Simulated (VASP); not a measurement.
Write the native input for VASP 6.6.1 that does the following.

```
Task                   : single point
Functional             : PBE
Potentials or basis    : VASP PAW PBE potentials, release 64 (Pb_d, Te)
Cutoff                 : 520 eV
k mesh                 : 7 × 7 × 7
Occupations            : gaussian, width 0.029 eV
Spin                   : no spin polarisation
Dipole correction      : no
Further INCAR settings : ALGO = Normal; EDIFF = 1e-06; NBANDS = 17
```

The structure of TePb lies in POSCAR:

```
TePb
1.0
    4.0022870000      0.0000000000      0.0000000000
    0.0000000000      4.0022870000      0.0000000000
    0.0000000000      0.0000000000      4.0022870000
Pb Te
1 1
Direct
    0.0000000000      0.0000000000      0.0000000000
    0.5000000000      0.5000000000      0.5000000000
```

One way to write it, as run:

INCAR

```
SYSTEM = TePb
  PREC = Accurate
  ENCUT = 520
  EDIFF = 1E-6
  ISMEAR = 0
  SIGMA = 0.028999999999999998
  LREAL = .FALSE.
  LASPH = .TRUE.
  NELM = 60
  ALGO = Normal
  ISIF = 2
  LWAVE = .FALSE.
  LCHARG = .FALSE.
  GGA = PE
  NBANDS = 17
```

KPOINTS

```
Automatic mesh
0
G
  7 7 7
  0 0 0
```

Potentials or basis: VASP PAW PBE potentials, release 64 (Pb_d, Te).

Run with:

```console
$ cat potpaw_PBE.64/Pb_d/POTCAR potpaw_PBE.64/Te/POTCAR > POTCAR
$ mpirun -np 1 vasp_std > vasp.out
```

It gave:

- Pressure: 0.0 GPa
- Band gap on the k mesh: zero (bands 10 and 11 overlap by 0.80 eV)

Caveat: spin-orbit coupling is left out, which moves the levels of the heavy elements.

Wall time 39 s on 1 thread of Intel Xeon 8259CL (shared host), peak memory 0.18 GiB.
